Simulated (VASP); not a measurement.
Runs of VASP 6.6.1 on BN. The structure is that of space group Fm-3m (No. 225), or close to it. The cells are those of the table. 

| task | level | cell | k mesh | cutoff (eV) | smearing | grid for exact exchange (PRECFOCK) | share of exact exchange | gap on the mesh (eV) | pressure (GPa) |
| --- | --- | --- | --- | --- | --- | --- | --- | --- | --- |
| single point | HF | a = 2.469 Å, angles 60.0°, 2 atoms | 8 × 8 × 8 | 520 | gaussian 0.01 eV | Normal | 1 | 9.15 | -9.6 |
| single point | PBE0 | a = 2.469 Å, angles 60.0°, 2 atoms | 8 × 8 × 8 | 520 | gaussian 0.01 eV | Normal | 0.25 | 3.07 | -8.3 |
| dielectric tensor | r2SCAN | a = 2.469 Å, angles 60.0°, 2 atoms | 10 × 10 × 10 | 520 | gaussian 0.01 eV | - | - | (b) | - |
| relaxation of cell and atoms | r2SCAN | relaxed from a = 2.477 Å, angles 60.0°, 2 atoms | 12 × 12 × 12 | 600 | fermi-dirac 0.02 eV | - | - | 1.32 | 0.0 |
| dielectric tensor | PBE | a = 2.469 Å, angles 60.0°, 2 atoms | 10 × 10 × 10 | 520 | gaussian 0.01 eV | - | - | (a) | - |

Alike in all rows: potentials or basis VASP PAW PBE potentials, release 64 (B, N); no spin polarisation.

Task: Estimate the missing entries.

Result: (a) 1.34; (b) 1.47.

Caveats: the PAW data sets were made with another functional, which shifts forces and pressure a little (at least some runs); the cell stands under tension (at least some runs).

A k mesh can miss the band edges.
